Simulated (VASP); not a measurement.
Write the native input for VASP 6.6.1 that does the following.

```yaml
Task: single point
Functional: PBEsol
Potentials_or_basis: VASP PAW PBE potentials, release 64 (Ag, Cl)
Cutoff: 520 eV
k_mesh: 8 × 8 × 8
Occupations: gaussian, width 0.05 eV
Spin: no spin polarisation
Dipole_correction: no
Further_INCAR_settings: ALGO = Normal; EDIFF = 1e-06; NBANDS = 16
```

The structure of AgCl lies in POSCAR:

```
AgCl
1.0
    0.0000000000      2.8147472500      2.8147472500
    2.8147472500      0.0000000000      2.8147472500
    2.8147472500      2.8147472500      0.0000000000
Ag Cl
1 1
Direct
    0.5000000000      0.5000000000      0.5000000000
    0.0000000000      0.0000000000      0.0000000000
```

This cell differs from its parent crystal: strain +0.015 along x and y, +0.015 along z.

These files were run (other wordings do the same):

INCAR

```
PREC = Accurate ; ENCUT = 520
EDIFF = 1E-6 ; ISMEAR = 0
SIGMA = 0.05 ; LREAL = False
LASPH = True ; NELM = 100
ALGO = Normal ; ISIF = 2
LWAVE = False ; LCHARG = True
GGA = PS ; LELF = True
LVHAR = True ; NBANDS = 16
```

KPOINTS

```
Automatic mesh
0
Gamma
  8 8 8
```

Potentials or basis: VASP PAW PBE potentials, release 64 (Ag, Cl).

Command:

```bash
$ cat potpaw_PBE.64/Ag/POTCAR potpaw_PBE.64/Cl/POTCAR > POTCAR
$ mpirun -np 1 vasp_std > vasp.out
```

Results of the run:

```json
{
 "Pressure": "-4.4 GPa",
 "Band gap on the k mesh": "0.75 eV, indirect (least direct gap 2.90 eV)"
}
```

Caveat: the cell differs from its parent crystal (strain +0.015 along x and y, +0.015 along z); the PAW data sets were made with another functional, which shifts forces and pressure a little.

It took 12 s on 1 thread of Intel(R) Xeon(R) Platinum 8488C (Sapphire Rapids), on a shared host, peak memory 0.17 GiB.
